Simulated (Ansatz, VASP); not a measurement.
H in VASP and in Ansatz

```
H
1.0
     2.65800   -2.60068    0.00000
     2.65800    2.60068    0.00000
     0.00000    0.00000    4.19632
H
4
Direct
  0.04670 0.95330 0.93149
  0.54670 0.45330 0.56851
  0.45330 0.54670 0.43149
  0.95330 0.04670 0.06851
```

Alike in both runs: task single point; functional PBE; k mesh 7 × 7 × 7; occupations fermi-dirac, width 0.05 eV; no spin polarisation.

|  | VASP | Ansatz |
| --- | --- | --- |
| version | VASP 6.6.1 | Ansatz 0.2.0 |
| potentials or method | VASP PAW PBE potentials, release 64 (H) | Ansatz PAW |
| plane-wave cutoff (eV) | 520 | 420 |
| valence electrons in the cell | 4 | 4 |

VASP gave:

| Property | Result |
| --- | --- |
| gap on the k mesh at the Fermi level (eV) | 9.31 |
| least direct gap on the mesh (eV) | 9.86 |
| pressure (GPa) | -0.2 |
| traceless stress, the component that is largest in VASP (GPa) | 0.13 |
| rms of the force components (eV/Å) | 0.047 |

Problem. Estimate Ansatz's values.

Solution. gap on the k mesh at the Fermi level (eV): 9.31; least direct gap on the mesh (eV): 9.86; pressure (GPa): 0.0; traceless stress, the component that is largest in VASP (GPa): 0.11; rms of the force components (eV/Å): 0.040.

Atom by atom the forces differ by 0.006 eV/Å (rms over components).

Noted on Ansatz's run: odd divisions of the mesh miss points on the zone boundary, where band edges often lie, so the gap on the mesh can be too wide.
